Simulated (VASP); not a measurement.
# KCl (Fm-3m) in VASP: notebook

The runs below take KCl through single point, with PBE.

Program: VASP 6.6.1. These are calculated values, not measurements. Logs are shortened: lines on timing, memory, paths and dates and some standing lists are left out, and cuts for length are marked.

## 1. The cell of the first run

The structure is cubic, space group Fm-3m (No. 225). Conventional cell: a = 6.356 Å, b = 6.356 Å, c = 6.356 Å, α = 90.00°, β = 90.00°, γ = 90.00°. K (site symmetry m-3m) has 6 Cl at 3.18 Å within 4.2 Å. Cl (site symmetry m-3m) has 6 K at 3.18 Å within 4.2 Å.

## 2. Single point, PBE

Contents of INCAR:

```
ALGO = Normal
EDIFF = 1E-6
ENCUT = 500
GGA = PE
GGA_COMPAT = F
ISIF = 2
ISMEAR = -1
LASPH = T
LCHARG = T
LELF = T
LREAL = F
LVHAR = T
LWAVE = F
NBANDS = 15
NELM = 120
PREC = Accurate
SIGMA = 0.02
```

Contents of KPOINTS:

```
k-points
0
Gamma
  6 6 6
```

Contents of POSCAR:

```
KCl
1.0
    0.0000000000      3.1778696659      3.1778696659
    3.1778696659      0.0000000000      3.1778696659
    3.1778696659      3.1778696659      0.0000000000
K Cl
1 1
Direct
    0.0000000000      0.0000000000      0.0000000000
    0.5000000000      0.5000000000      0.5000000000
```

Potentials or basis: VASP PAW PBE potentials, release 64 (K_sv, Cl).

Launch:

```
$ cat potpaw_PBE.64/K_sv/POTCAR potpaw_PBE.64/Cl/POTCAR > POTCAR
$ mpirun -np 1 vasp_std > vasp.out
```

OUTCAR:

```text
EDIFF = 1E-6
   ENCUT = 500
   GGA = PE
   ISIF = 2
   ISMEAR = -1
   LASPH = T
   LREAL = F
   NELM = 120
   PREC = Accurate

 ion  position               nearest neighbor table
   1  0.000  0.000  0.000-   2 3.18   2 3.18   2 3.18   2 3.18   2 3.18   2 3.18
   2  0.500  0.500  0.500-   1 3.18   1 3.18   1 3.18   1 3.18   1 3.18   1 3.18

  LATTYP: Found a face centered cubic cell.
 ALAT       =     6.3557393318

  Lattice vectors:

 A1 = (   0.0000000000,   3.1778696659,   3.1778696659)
 A2 = (   3.1778696659,   0.0000000000,   3.1778696659)
 A3 = (   3.1778696659,   3.1778696659,   0.0000000000)

Analysis of symmetry for initial positions (statically):
=====================================================================
 Subroutine PRICEL returns:
 Original cell was already a primitive cell.

 Routine SETGRP: Setting up the symmetry group for a
 face centered cubic supercell.

 Subroutine GETGRP returns: Found 48 space group operations
 (whereof 48 operations were pure point group operations)
 out of a pool of 48 trial point group operations.

The static configuration has the point symmetry O_h .

Analysis of symmetry for dynamics (positions and initial velocities):
=====================================================================
 Subroutine PRICEL returns:
 Original cell was already a primitive cell.

 Routine SETGRP: Setting up the symmetry group for a
 face centered cubic supercell.

 Subroutine GETGRP returns: Found 48 space group operations
 (whereof 48 operations were pure point group operations)
 out of a pool of 48 trial point group operations.

The dynamic configuration has the point symmetry O_h .

 Subroutine INISYM returns: Found 48 space group operations
 (whereof 48 operations are pure point group operations),
 and found     1 'primitive' translations

----------------------------------------------------------------------------------------

                                     Primitive cell

  volume of cell :      64.1857

  direct lattice vectors                    reciprocal lattice vectors
     0.000000000  3.177869666  3.177869666    -0.157338108  0.157338108  0.157338108
     3.177869666  0.000000000  3.177869666     0.157338108 -0.157338108  0.157338108
     3.177869666  3.177869666  0.000000000     0.157338108  0.157338108 -0.157338108

  length of vectors
     4.494186381  4.494186381  4.494186381     0.272517597  0.272517597  0.272517597

  position of ions in fractional coordinates (direct lattice)
     0.000000000  0.000000000  0.000000000
     0.500000000  0.500000000  0.500000000

  ion indices of the primitive-cell ions
   primitive index   ion index
                 1           1
                 2           2

----------------------------------------------------------------------------------------

 KPOINTS: k-points

Automatic generation of k-mesh.
 Grid dimensions read from file:
 generate k-points for:    6    6    6

 Generating k-lattice:

  Cartesian coordinates                     Fractional coordinates (reciprocal lattice)
    -0.026223018  0.026223018  0.026223018     0.166666667  0.000000000  0.000000000
     0.026223018 -0.026223018  0.026223018     0.000000000  0.166666667  0.000000000
     0.026223018  0.026223018 -0.026223018     0.000000000  0.000000000  0.166666667

  Length of vectors
     0.045419599  0.045419599  0.045419599

  Shift w.r.t. Gamma in fractional coordinates (k-lattice)
     0.000000000  0.000000000  0.000000000

 Subroutine IBZKPT returns following result:
 ===========================================

 Found     16 irreducible k-points:

 Following reciprocal coordinates:
            Coordinates               Weight
  0.000000  0.000000  0.000000      1.000000
  0.166667  0.000000  0.000000      8.000000
  0.333333  0.000000  0.000000      8.000000
  0.500000  0.000000  0.000000      4.000000
  0.166667  0.166667  0.000000      6.000000
  0.333333  0.166667  0.000000     24.000000
[... 8 lines left out ...]
 -0.333333  0.333333  0.166667     24.000000
 -0.333333  0.500000  0.166667     12.000000
   k-points           NKPTS =     16   k-points in BZ     NKDIM =     16   number of bands    NBANDS=     15
   number of dos      NEDOS =    301   number of ions     NIONS =      2
   total plane-waves  NPLWV =  46656
   dimension x,y,z NGX =    36 NGY =   36 NGZ =   36
   dimension x,y,z NGXF=    72 NGYF=   72 NGZF=   72
   ions per type =               1   1
   NGX,Y,Z   is equivalent  to a cutoff of  13.32, 13.32, 13.32 a.u.
   NGXF,Y,Z  is equivalent  to a cutoff of  26.63, 26.63, 26.63 a.u.
 SYSTEM =  unknown system
   PREC   = accura    normal or accurate (medium, high low for compatibility)
   ISTART =      0    job   : 0-new  1-cont  2-samecut
   ICHARG =      2    charge: 1-file 2-atom 10-const
   ISPIN  =      1    spin polarized calculation?
   LNONCOLLINEAR =      F non collinear calculations
   LSORBIT =      F    spin-orbit coupling
   LASPH  =      T    aspherical Exc in radial PAW
   ENCUT  =  500.0 eV  36.75 Ry    6.06 a.u.   8.19  8.19  8.19*2*pi/ulx,y,z
   NELM   =    120;   NELMIN=  2; NELMDL= -5     # of ELM steps
   EDIFF  = 0.1E-05   stopping-criterion for ELM
   LREAL  =      F    real-space projection
   EDIFFG = 0.1E-04   stopping-criterion for IOM
   NSW    =      0    number of steps for IOM
   IBRION =     -1    ionic relax: 0-MD 1-quasi-New 2-CG
   NFREE  =      0    steps in history (QN), initial steepest desc. (CG)
   ISIF   =      2    stress and relaxation
   ISYM   =      2    0-nonsym 1-usesym 2-fastsym
   POTIM  = 0.5000    time-step for ionic-motion
   TEBEG  =    0.0;   TEEND  =   0.0 temperature during run
   PSTRESS=    0.0 pullay stress
   NELECT =      16.0000    total number of electrons
   NUPDOWN=      -1.0000    fix difference up-down
   EMIN   =  10.00;   EMAX   =-10.00  energy-range for DOS
   EFERMI =   0.00;   METHOD = LEGACY
   ISMEAR =    -1;   SIGMA  =   0.02  broadening in eV -4-tet -1-fermi 0-gaus
   EFERMI_NEDOS =   21; number of points for ismear=-14 and -15
   IALGO  =     38    algorithm
   IMIX   =      4    mixing-type and parameters
     AMIX     =   0.40;   BMIX     =  1.00
     AMIX_MAG =   1.60;   BMIX_MAG =  1.00
  volume/ion in A,a.u.               =      32.09       216.57
  Fermi-wavevector in a.u.,A,eV,Ry     =   1.030312  1.947007 14.443166  1.061543
  Thomas-Fermi vector in A             =   2.164404
   LORBIT       =      0    0 simple, 1 ext, 2 COOP (PROOUT), +10 PAW based schemes
   GGA     = PE    functional components
   LHFCALC =     F    Hartree Fock is set to
   AEXX    =    0.0000 exact exchange contribution
   IVDW    =     0    specifies the selected vdW correction
   LEPSILON=     F    determine dielectric tensor
   LRPA    =     F    only Hartree local field effects (RPA)
 non-spin polarized calculation
  energy-cutoff  :      500.00
  volume of cell :       64.19
 maximum number of plane-waves:      1660
 NGX is ok and might be reduce to    36
   NGX = 17   NGY = 17   NGZ = 17

 number of electron      15.9999998 magnetization

 Free energy of the ion-electron system (eV)
  ---------------------------------------------------
  ext. energy  EPLUGINS =         0.00000000
  ---------------------------------------------------
  free energy    TOTEN  =        -6.80996425 eV

  energy without entropy =       -6.80996425  energy(sigma->0) =       -6.80996425

 E-fermi :  -1.4299     XC(G=0):  -7.4183

 val. band max:       -1.9578263570   @ k =   0.0000   0.0000   0.0000
 cond. band min:       3.1274538712   @ k =   0.0000   0.0000   0.0000
 fundamental gap:      5.0852802282
 Fermi energy:        -1.4299342151

 k-point     1 :       0.0000    0.0000    0.0000
  band No.  band energies     occupation
      1     -29.2298      2.00000
      2     -14.0432      2.00000
      3     -12.6897      2.00000
      4     -12.6897      2.00000
      5     -12.6897      2.00000
      6      -1.9578      2.00000
      7      -1.9578      2.00000
      8      -1.9578      2.00000
      9       3.1275      0.00000
     10       6.4044      0.00000
     11       6.4044      0.00000
     12       6.4044      0.00000
     13       7.2646      0.00000
     14       7.2646      0.00000
     15      10.9158      0.00000

 k-point     2 :       0.1667    0.0000    0.0000
  band No.  band energies     occupation
      1     -29.2275      2.00000
      2     -14.0918      2.00000
      3     -12.6919      2.00000
      4     -12.6919      2.00000
      5     -12.6289      2.00000
      6      -2.2563      2.00000
      7      -2.0371      2.00000
      8      -2.0371      2.00000
      9       3.7457      0.00000
     10       6.2274      0.00000
     11       6.7382      0.00000
     12       6.7382      0.00000
     13       7.6185      0.00000
     14       7.6185      0.00000
     15      11.7821      0.00000

 k-point     3 :       0.3333    0.0000    0.0000
  band No.  band energies     occupation
      1     -29.2230      2.00000
      2     -14.1787      2.00000
      3     -12.6963      2.00000
      4     -12.6963      2.00000
      5     -12.5169      2.00000
      6      -2.7485      2.00000
      7      -2.1877      2.00000
      8      -2.1877      2.00000
      9       4.9710      0.00000
     10       6.2448      0.00000
     11       7.6422      0.00000
     12       7.6422      0.00000
     13       8.5165      0.00000
     14       8.5165      0.00000
     15      10.6940      0.00000
[... 199 lines left out ...]
 k-point    15 :      -0.3333    0.3333    0.1667
  band No.  band energies     occupation
      1     -29.2187      2.00000
      2     -14.0900      2.00000
      3     -12.7578      2.00000
      4     -12.7414      2.00000
      5     -12.5819      2.00000
      6      -2.6381      2.00000
      7      -2.3782      2.00000
      8      -2.2928      2.00000
      9       5.9365      0.00000
     10       6.1731      0.00000
     11       7.6547      0.00000
     12       7.9287      0.00000
     13       9.1282      0.00000
     14       9.6589      0.00000
     15       9.8052      0.00000

 k-point    16 :      -0.3333    0.5000    0.1667
  band No.  band energies     occupation
      1     -29.2180      2.00000
      2     -14.0193      2.00000
      3     -12.7963      2.00000
      4     -12.7582      2.00000
      5     -12.6381      2.00000
      6      -2.5111      2.00000
      7      -2.3582      2.00000
      8      -2.3042      2.00000
      9       5.2884      0.00000
     10       6.8773      0.00000
     11       6.9772      0.00000
     12       8.0866      0.00000
     13       8.8890      0.00000
     14       9.6298      0.00000
     15      10.1701      0.00000

------------------------ aborting loop because EDIFF is reached ----------------------------------------

  FORCE on cell =-STRESS in cart. coord.  units (eV):
  Direction    XX          YY          ZZ          XY          YZ          ZX
  --------------------------------------------------------------------------------------
  -------------------------------------------------------------------------------------
  Total        0.0866118      0.0866118      0.0866118      0.0000000      0.0000000      0.0000000
  in kB        2.1619681      2.1619681      2.1619681      0.0000000      0.0000000      0.0000000
  external PRESSURE =       2.1619681 kB  Pullay stress =       0.0000000 kB

 VOLUME and BASIS-vectors are now :
 -----------------------------------------------------------------------------
  energy-cutoff  :      500.00
  volume of cell :       64.19
      direct lattice vectors                 reciprocal lattice vectors
     0.000000000  3.177869666  3.177869666    -0.157338108  0.157338108  0.157338108
     3.177869666  0.000000000  3.177869666     0.157338108 -0.157338108  0.157338108
     3.177869666  3.177869666  0.000000000     0.157338108  0.157338108 -0.157338108

 POSITION                                       TOTAL-FORCE (eV/Angst)
 -----------------------------------------------------------------------------------
      0.00000      0.00000      0.00000        -0.000000      0.000000     -0.000000
      3.17787      3.17787      3.17787         0.000000     -0.000000      0.000000
 -----------------------------------------------------------------------------------
    total drift:                                0.000000      0.000000      0.000000

  FREE ENERGIE OF THE ION-ELECTRON SYSTEM (eV)
  ---------------------------------------------------
  free  energy   TOTEN  =        -6.8099642490 eV

  energy  without entropy=       -6.8099642490  energy(sigma->0) =       -6.80996425
```

Run time: 33 s. Hardware: 1 thread of Intel Xeon 8259CL, shared host; peak memory 0.2 GiB.

What came out:

```yaml
Free_energy: -6.8100 eV
Pressure: 0.2 GPa
Band_gap_on_the_k_mesh: 5.09 eV, direct
```

Expect the measured gap to be larger: semilocal functionals such as PBE lack the derivative discontinuity.

## 3. Single point, PBE

This run uses another cell than the first one, of 32.58 Å³/atom, 1.015 times its volume.

Contents of INCAR:

```
SYSTEM = KCl
PREC = Accurate
ENCUT = 500
EDIFF = 1E-6
ISMEAR = -1
SIGMA = 0.02
LREAL = .False.
LASPH = .True.
NELM = 120
ALGO = Normal
ISIF = 2
LWAVE = .False.
LCHARG = .False.
GGA = PE
NBANDS = 15
GGA_COMPAT = .False.
```

Contents of KPOINTS:

```
Automatic mesh
0
Gamma
  6 6 6
  0 0 0
```

Contents of POSCAR:

```
KCl
1.0
    0.0000000000      3.1939197849      3.1939197849
    3.1939197849      0.0000000000      3.1939197849
    3.1939197849      3.1939197849      0.0000000000
K Cl
1 1
Direct
    0.0000000000      0.0000000000      0.0000000000
    0.5000000000      0.5000000000      0.5000000000
```

Potentials or basis: VASP PAW PBE potentials, release 64 (K_sv, Cl).

Launch:

```
$ cat potpaw_PBE.64/K_sv/POTCAR potpaw_PBE.64/Cl/POTCAR > POTCAR
$ mpirun -np 1 vasp_std > vasp.out
```

Wall time 33 s (1 thread of Intel Xeon 8259CL, shared host); peak memory 0.2 GiB.

It converged, with:

```yaml
Free_energy: -6.8108 eV
Pressure: 0.0 GPa
Band_gap_on_the_k_mesh: 5.04 eV, direct
```

Levels at points of the mesh, in eV from the valence-band top:
| k point | band 5 | band 6 | band 7 | band 8 | band 9 | band 10 | band 11 | band 12 |
| --- | --- | --- | --- | --- | --- | --- | --- | --- |
| (0.00, 0.00, 0.00) | -10.77 | 0.00 | 0.00 | 0.00 | 5.04 | 8.35 | 8.35 | 8.35 |
| (0.50, 0.00, 0.00) | -10.55 | -0.98 | -0.29 | -0.29 | 7.46 | 8.42 | 10.38 | 10.38 |
| (0.50, 0.50, 0.00) | -10.82 | -0.63 | -0.21 | -0.21 | 6.56 | 8.14 | 9.81 | 10.15 |

(Part 1 of 2 ends here.)
